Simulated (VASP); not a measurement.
# Si in VASP: further runs

Runs on Si. Level: PBE+D3(BJ). Tasks: single point.

Program: VASP 6.6.1. These are calculated values, not measurements. Logs are shortened: lines on timing, memory, paths and dates and some standing lists are left out, and cuts for length are marked.

## Step 1: The cell of the first run

The structure is orthorhombic, space group Cmcm (No. 63). Conventional cell: a = 2.666 Å, b = 4.617 Å, c = 4.506 Å, α = 90.00°, β = 90.00°, γ = 90.00°. Within 3.4 Å of Si (site symmetry m2m) lie 12 Si at 2.57 to 2.83 Å.

## Step 2: Single point, PBE+D3(BJ) (atom 1 (Si) moved by (+0.000, +0.300) A along x and y)

The input, INCAR:

```
SYSTEM = Si
PREC = Accurate
ENCUT = 520
EDIFF = 1E-7
ISMEAR = 0
SIGMA = 0.15
LREAL = .FALSE.
LASPH = .TRUE.
NELM = 80
ALGO = Normal
ISIF = 2
LWAVE = .FALSE.
LCHARG = .FALSE.
GGA = PE
IVDW = 12
NBANDS = 11
```

The input, KPOINTS:

```
Automatic mesh
0
G
  21 21 10
  0 0 0
```

The input, POSCAR:

```
Si
1.0
    2.6655775094      0.0000000000      0.0000000000
   -1.3327887547      2.3084578389      0.0000000000
    0.0000000000      0.0000000000      4.5062692700
Si
2
Direct
    0.3983117780      0.7966235560      0.2500000000
    0.6666666667      0.3333333333      0.7500000000
```

Potentials or basis: VASP PAW PBE potentials, release 64 (Si).

The run is started by

```bash
cat potpaw_PBE.64/Si/POTCAR > POTCAR
mpirun -np 1 vasp_std > vasp.out
```

OUTCAR:

```text
SYSTEM = Si
   PREC = Accurate
   ENCUT = 520
   EDIFF = 1E-7
   ISMEAR = 0
   LREAL = .FALSE.
   LASPH = .TRUE.
   NELM = 80
   ISIF = 2
   GGA = PE
   IVDW = 12
 IVDW          = 12

 ion  position               nearest neighbor table
   1  0.398  0.797  0.250-   2 2.57   2 2.57   2 2.83   2 2.83   2 2.83   2 2.83
   2  0.667  0.333  0.750-   1 2.57   1 2.57   1 2.83   1 2.83   1 2.83   1 2.83

  LATTYP: Found a hexagonal cell.
 ALAT       =     2.6655775094
 C/A-ratio  =     1.6905414508

  Lattice vectors:

 A1 = (   2.6655775094,   0.0000000000,   0.0000000000)
 A2 = (  -1.3327887547,   2.3084578389,   0.0000000000)
 A3 = (   0.0000000000,   0.0000000000,   4.5062692700)

Analysis of symmetry for initial positions (statically):
=====================================================================
 Subroutine PRICEL returns:
 Original cell was already a primitive cell.

 Routine SETGRP: Setting up the symmetry group for a
 hexagonal supercell.

 Subroutine GETGRP returns: Found  8 space group operations
 (whereof  2 operations were pure point group operations)
 out of a pool of 24 trial point group operations.

The static configuration has the point symmetry C_1h.
 The point group associated with its full space group is D_2h.

Analysis of symmetry for dynamics (positions and initial velocities):
=====================================================================
 Subroutine PRICEL returns:
 Original cell was already a primitive cell.

 Routine SETGRP: Setting up the symmetry group for a
 hexagonal supercell.

 Subroutine GETGRP returns: Found  8 space group operations
 (whereof  2 operations were pure point group operations)
 out of a pool of 24 trial point group operations.

The dynamic configuration has the point symmetry C_1h.
 The point group associated with its full space group is D_2h.

 Subroutine INISYM returns: Found  8 space group operations
 (whereof  2 operations are pure point group operations),
 and found     1 'primitive' translations

----------------------------------------------------------------------------------------

                                     Primitive cell

  volume of cell :      27.7288

  direct lattice vectors                    reciprocal lattice vectors
     2.665577509  0.000000000  0.000000000     0.375153225  0.216594816  0.000000000
    -1.332788755  2.308457839  0.000000000     0.000000000  0.433189631  0.000000000
     0.000000000  0.000000000  4.506269270     0.000000000  0.000000000  0.221913059

  length of vectors
     2.665577509  2.665577509  4.506269270     0.433189631  0.433189631  0.221913059

[... 90 lines left out ...]
   PSTRESS=    0.0 pullay stress
   NELECT =       8.0000    total number of electrons
   NUPDOWN=      -1.0000    fix difference up-down
   EMIN   =  10.00;   EMAX   =-10.00  energy-range for DOS
   EFERMI =   0.00;   METHOD = LEGACY
   ISMEAR =     0;   SIGMA  =   0.15  broadening in eV -4-tet -1-fermi 0-gaus
   EFERMI_NEDOS =   21; number of points for ismear=-14 and -15
   IALGO  =     38    algorithm
   IMIX   =      4    mixing-type and parameters
     AMIX     =   0.40;   BMIX     =  1.00
     AMIX_MAG =   1.60;   BMIX_MAG =  1.00
  volume/ion in A,a.u.               =      13.86        93.56
  Fermi-wavevector in a.u.,A,eV,Ry     =   1.081753  2.044216 15.921389  1.170189
  Thomas-Fermi vector in A             =   2.217777
   LORBIT       =      0    0 simple, 1 ext, 2 COOP (PROOUT), +10 PAW based schemes
   GGA     = PE    functional components
   LHFCALC =     F    Hartree Fock is set to
   AEXX    =    0.0000 exact exchange contribution
   IVDW    =    12    specifies the selected vdW correction
   LEPSILON=     F    determine dielectric tensor
   LRPA    =     F    only Hartree local field effects (RPA)
 non-spin polarized calculation
 Gauss-broadening in eV      SIGMA  =   0.15
  energy-cutoff  :      520.00
  volume of cell :       27.73
 maximum number of plane-waves:       771
   NGX =  9   NGY =  9   NGZ = 17

 number of electron       8.0000000 magnetization

 Free energy of the ion-electron system (eV)
  ---------------------------------------------------
  ext. energy  EPLUGINS =         0.00000000
  ---------------------------------------------------
  free energy    TOTEN  =        -9.85548134 eV

  energy without entropy =       -9.84627192  energy(sigma->0) =       -9.85087663

 E-fermi :  10.7057     XC(G=0): -11.3622

 val. band max:       10.7025185434   @ k =   0.4286   0.3333   0.3000
 cond. band min:      10.7059305349   @ k =  -0.3333   0.1905   0.1000
 fundamental gap:      0.0034119915
 Fermi energy:        10.7056848797

 k-point     1 :       0.0000    0.0000    0.0000
  band No.  band energies     occupation
      1      -4.1208      2.00000
      2       2.5058      2.00000
      3       3.3428      2.00000
      4      19.4188      0.00000
      5      20.2595      0.00000
      6      20.5880      0.00000
      7      21.6644      0.00000
      8      21.6916      0.00000
      9      21.8623      0.00000
     10      22.7900      0.00000
     11      25.2588      0.00000
[... 309 lines left out ...]
 k-point    24 :       0.0952    0.0476    0.0000
  band No.  band energies     occupation
      1      -3.6882      2.00000
      2       2.9322      2.00000
      3       3.7503      2.00000
      4      15.8284      0.00000
      5      17.1672      0.00000
      6      20.4743      0.00000
      7      21.2464      0.00000
      8      21.3682      0.00000
      9      21.8574      0.00000
     10      23.2055      0.00000
     11      23.9522      0.00000

 [... further k-points ...]

------------------------ aborting loop because EDIFF is reached ----------------------------------------

 Edisp (eV)   -0.89588

 E8    (eV) :    -0.3663

  FORCE on cell =-STRESS in cart. coord.  units (eV):
  Direction    XX          YY          ZZ          XY          YZ          ZX
  --------------------------------------------------------------------------------------
  -------------------------------------------------------------------------------------
  Total      -0.33218    -0.37362    -0.00765     0.00000     0.00000     0.00000
  in kB     -19.19358   -21.58815    -0.44205     0.00000     0.00000     0.00000
  external pressure =      -13.74 kB  Pullay stress =        0.00 kB

 VOLUME and BASIS-vectors are now :
 -----------------------------------------------------------------------------
  energy-cutoff  :      520.00
  volume of cell :       27.73
      direct lattice vectors                 reciprocal lattice vectors
     2.665577509  0.000000000  0.000000000     0.375153225  0.216594816  0.000000000
    -1.332788755  2.308457839  0.000000000     0.000000000  0.433189631  0.000000000
     0.000000000  0.000000000  4.506269270     0.000000000  0.000000000  0.221913059

 POSITION                                       TOTAL-FORCE (eV/Angst)
 -----------------------------------------------------------------------------------
      0.00000      1.83897      1.12657         0.000000      0.192217     -0.000000
      1.33279      0.76949      3.37970         0.000000     -0.192217      0.000000
 -----------------------------------------------------------------------------------
    total drift:                                0.000000     -0.000000      0.000000

  FREE ENERGIE OF THE ION-ELECTRON SYSTEM (eV)
  ---------------------------------------------------
  free  energy   TOTEN  =       -10.7513625902 eV

  energy  without entropy=      -10.7421531716  energy(sigma->0) =      -10.74675788
```

OSZICAR:

```text
N       E                     dE             d eps       ncg     rms          rms(c)
DAV:   1     0.600551187859E+01    0.60055E+01   -0.34708E+03 15988   0.614E+02
DAV:   2    -0.947807700994E+01   -0.15484E+02   -0.14827E+02 20868   0.855E+01
DAV:   3    -0.989598202391E+01   -0.41791E+00   -0.41486E+00 20768   0.114E+01
DAV:   4    -0.989742691020E+01   -0.14449E-02   -0.14447E-02 19233   0.846E-01
DAV:   5    -0.989743208422E+01   -0.51740E-05   -0.51752E-05 20061   0.468E-02    0.415E+00
DAV:   6    -0.987068223547E+01    0.26750E-01   -0.80689E-03 18457   0.419E-01    0.231E+00
DAV:   7    -0.985559562797E+01    0.15087E-01   -0.15128E-02 18017   0.575E-01    0.161E-01
DAV:   8    -0.985548386632E+01    0.11176E-03   -0.24861E-04 21433   0.103E-01    0.185E-02
DAV:   9    -0.985548306272E+01    0.80360E-06   -0.59174E-06 19034   0.150E-02    0.514E-03
DAV:  10    -0.985548156428E+01    0.14984E-05   -0.11717E-06 20753   0.478E-03    0.983E-04
DAV:  11    -0.985548146342E+01    0.10085E-06   -0.60851E-08 11387   0.155E-03    0.453E-04
DAV:  12    -0.985548133939E+01    0.12403E-06   -0.30507E-09 10815   0.435E-04    0.104E-04
DAV:  13    -0.985548133935E+01    0.43372E-10   -0.19206E-10 10155   0.107E-04
   1 F= -.10751363E+02 E0= -.10746758E+02  d E =-.920942E-02
```

stdout:

```text
POSCAR found type information on POSCAR Si
 POSCAR found :  1 types and       2 ions
 scaLAPACK will be used
 LDA part: xc-table for (Slater+PW92), standard interpolation
 POSCAR, INCAR and KPOINTS ok, starting setup
 FFT: planning ... GRIDC
 FFT: planning ... GRID_SOFT
 FFT: planning ... GRID
 WAVECAR not read
 entering main loop
```

Wall time 1.7 min (1 thread of AMD EPYC 9R45 (Zen 5), shared host); peak memory 0.25 GiB.

Results:

* Free energy: -10.7514 eV
* Pressure: -1.4 GPa
* Largest force: 0.192 eV/Å
* Band gap on the k mesh: zero (bands 4 and 5 overlap by 12.42 eV)
* Dispersion energy per atom: -0.448 eV

Forces on the atoms (eV/Å):
```
Si   0.000  0.192  0.000
Si   0.000 -0.192  0.000
```

Stress tensor (GPa, compression positive):
```
-1.92  0.00  0.00
 0.00 -2.16  0.00
 0.00  0.00 -0.04
```

Levels at points of the mesh, in eV from the Fermi level:
| k point | band 1 | band 2 | band 3 | band 4 | band 5 | band 6 | band 7 | band 8 | band 9 |
| --- | --- | --- | --- | --- | --- | --- | --- | --- | --- |
| (0.00, 0.00, 0.00) | -14.83 | -8.20 | -7.36 | 8.71 | 9.55 | 9.88 | 10.96 | 10.99 | 11.16 |
| (0.00, 0.00, 0.50) | -13.05 | -13.05 | 0.65 | 0.65 | 10.27 | 10.27 | 10.74 | 10.74 | 11.85 |

Caveat: the cell differs from its parent crystal (atom 1 (Si) moved by (+0.000, +0.300) A along x and y).

(Part 1 of 2 ends here.)
